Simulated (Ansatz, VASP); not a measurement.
## Zn in VASP and in Ansatz

The input INCAR:

```
SYSTEM = Zn
  PREC = Accurate
  ENCUT = 520
  EDIFF = 1E-6
  ISMEAR = -1
  SIGMA = 0.1
  LREAL = .FALSE.
  LASPH = .TRUE.
  NELM = 80
  ALGO = Normal
  ISIF = 2
  LWAVE = .FALSE.
  LCHARG = .TRUE.
  LELF = .TRUE.
  LVHAR = .TRUE.
  NBANDS = 25
```

KPOINTS

```
Automatic mesh
0
G
  10 10 14
  0 0 0
```

Contents of POSCAR:

```
Zn
1.0
    4.1709661781      0.0000000000      0.0000000000
   -2.0854830891      3.6121626686      0.0000000000
    0.0000000000      0.0000000000      2.5405982687
Zn
3
Direct
    1.0000000000      1.0000000000      0.0000000000
    0.3333333333      0.6666666667      0.5000000000
    0.6666666667      0.3333333333      0.5000000000
```

Input for Ansatz:

```yaml
crystal:
  lattice:
    - [4.1709661781, 0.0, 0.0]
    - [-2.0854830891, 3.6121626686, 0.0]
    - [0.0, 0.0, 2.5405982687]
  atoms:
    - { symbol: Zn, position: [1.0, 1.0, 0.0] }
    - { symbol: Zn, position: [0.3333333333, 0.6666666667, 0.5] }
    - { symbol: Zn, position: [0.6666666667, 0.3333333333, 0.5] }
hamiltonian:
  xc: lda
  pseudopotentials:
    kind: paw
    azcp:
      Zn: "pseudopotentials/Zn.paw.azcp"
basis:
  ecutwfc: 420
  fft_grid_basis: typed
kpoints:
  mp_grid: { grid: [10, 10, 14], shift: [0, 0, 0] }
magnetization:
  spin_polarized: false
scf:
  occupations: { method: fermi_dirac, width: 0.1 }
  lower_state_search: "off"
output:
  stress: true
```

Alike in both runs: task single point; functional LDA; k mesh 10 × 10 × 14; occupations fermi-dirac, width 0.1 eV; no spin polarisation.

|  | VASP | Ansatz |
| --- | --- | --- |
| version | VASP 6.6.1 | Ansatz 0.2.0 |
| potentials or method | VASP PAW LDA potentials, release 64 (Zn), cutoff 520 eV | plane waves (420 eV) with PAW, scalar-relativistic |
| valence electrons in the cell | 36 | 36 |

VASP gave:

* pressure (GPa): 10.4
* traceless stress, the component that is largest in VASP (GPa): 0.67

Task: What did Ansatz give for the same quantities?

Result: Pressure (GPa): 9.6; traceless stress, the component that is largest in VASP (GPa): 0.70.

Ansatz warns that its potentials were made for another functional, while VASP's fit it. LDA's correlation is that of Perdew and Zunger in VASP and of Perdew and Wang (1992) in Ansatz.
